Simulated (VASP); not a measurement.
Set up this calculation in VASP 6.6.1, as the native input.

```yaml
Task: single point
Functional: PBE
Potentials_or_basis: VASP PAW PBE potentials, release 64 (Y_sv)
Cutoff: 520 eV
k_mesh: 13 × 13 × 13
Occupations: fermi-dirac, width 0.08 eV
Spin: no spin polarisation
Dipole_correction: no
Further_INCAR_settings: ALGO = Normal; EDIFF = 1e-07; NBANDS = 12
```

The structure of Y lies in POSCAR:

```
Y
1.0
   -1.9662861831      1.9662861831      1.9662861831
    1.9662861831     -1.9662861831      1.9662861831
    1.9662861831      1.9662861831     -1.9662861831
Y
1
Direct
    0.0000000000      0.0000000000      0.0000000000
```

This cell differs from its parent crystal: volume scaled by 0.92.

The input as run:

INCAR

```
PREC     = Accurate       # precision mode
ENCUT    = 520            # plane-wave cutoff, eV
EDIFF    = 1E-7           # SCF threshold, eV
ISMEAR   = -1             # smearing method
SIGMA    = 0.08           # smearing width, eV
LREAL    = F              # projectors in reciprocal space
LASPH    = T              # aspherical terms in the spheres
NELM     = 80             # most SCF steps
ALGO     = Normal         # electronic algorithm
ISIF     = 2              # what is computed and relaxed
LWAVE    = F              # write WAVECAR
LCHARG   = F              # write CHGCAR
GGA      = PE             # functional
NBANDS   = 12             # bands
```

KPOINTS

```
Automatic mesh
0
Gamma
  13 13 13
```

Potentials or basis: VASP PAW PBE potentials, release 64 (Y_sv).

Command:

```bash
$ cat potpaw_PBE.64/Y_sv/POTCAR > POTCAR
$ mpirun -np 1 vasp_std > vasp.out
```

Results of the run:

```
Pressure : 3.5 GPa
```

It took 33 s on 1 thread of Intel(R) Xeon(R) Platinum 8488C (Sapphire Rapids), on a shared host, peak memory 0.19 GiB.
